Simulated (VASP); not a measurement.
Crystal: Ga2O3.

```
Ga O
1.0
     3.39873    0.00000    0.00000
    -1.69937    2.94339    0.00000
     0.00000    0.00000    5.28468
Ga O
2 3
Direct
  0.66667 0.33333 0.75376
  0.33333 0.66667 0.24624
  0.66667 0.33333 0.35411
  0.33333 0.66667 0.64589
  0.00000 0.00000 0.00000
```

```yaml
Program: VASP 6.6.1
Task: relaxation of cell and atoms
Functional: PBEsol
Potentials_or_basis: VASP PAW PBE potentials, release 64 (Ga_d, O)
Cutoff: 600 eV
k_mesh: 9 × 9 × 4
Occupations: fermi-dirac, width 0.03 eV
Spin: no spin polarisation
```

At the start: pressure -17.6 GPa; volume 10.57 Å³/atom.

**Question.** How do energy, volume and symmetry change on relaxing?

**Answer.** Over 20 steps the energy falls by 299.7 meV/atom and the volume is 10.28 Å³/atom (-2.8 %); space group P-3m1 (No. 164, to 0.1 Å) before and after.

The path:
```csv
step,energy change (eV),largest force (eV/Å),pressure (GPa),volume (Å³)
1,0.0000,1.1256,-17.62,52.87
2,-0.5331,1.7322,21.33,44.34
3,-0.6798,0.7840,5.76,46.71
4,-0.9685,1.0352,5.26,47.13
5,-1.1788,2.0472,11.29,47.51
6,-1.3504,1.3252,3.91,49.11
7,-1.3957,0.7917,-0.74,50.25
8,-1.3969,0.7033,-1.44,50.44
9,-1.4268,0.4723,-0.81,50.23
10,-1.4579,0.4341,1.09,49.70
11,-1.4685,0.2646,1.13,49.87
12,-1.4772,0.2204,1.18,50.21
13,-1.4842,0.1421,-0.29,50.70
14,-1.4869,0.0992,-1.84,51.24
15,-1.4916,0.0890,-1.46,51.29
16,-1.4981,0.0634,-0.31,51.39
17,-1.4982,0.0605,-0.14,51.41
18,-1.4985,0.0345,0.05,51.38
19,-1.4986,0.0199,0.27,51.34
20,-1.4987,0.0085,0.04,51.40
```

Final structure:
```yaml
crystal:
  lattice:
    - [3.00845, 0.00000, 0.00000]
    - [-1.50423, 2.60540, 0.00000]
    - [0.00000, 0.00000, 6.55705]
  atoms:
    - { symbol: Ga, position: [0.66667, 0.33333, 0.78815] }
    - { symbol: Ga, position: [0.33333, 0.66667, 0.21185] }
    - { symbol: O, position: [0.66667, 0.33333, 0.32020] }
    - { symbol: O, position: [0.33333, 0.66667, 0.67980] }
    - { symbol: O, position: [0.00000, 0.00000, 0.00000] }
```

Caveat: a cell axis changed by over 15 % at a fixed basis, so the end point is rough; the PAW data sets were made with another functional, which shifts forces and pressure a little.
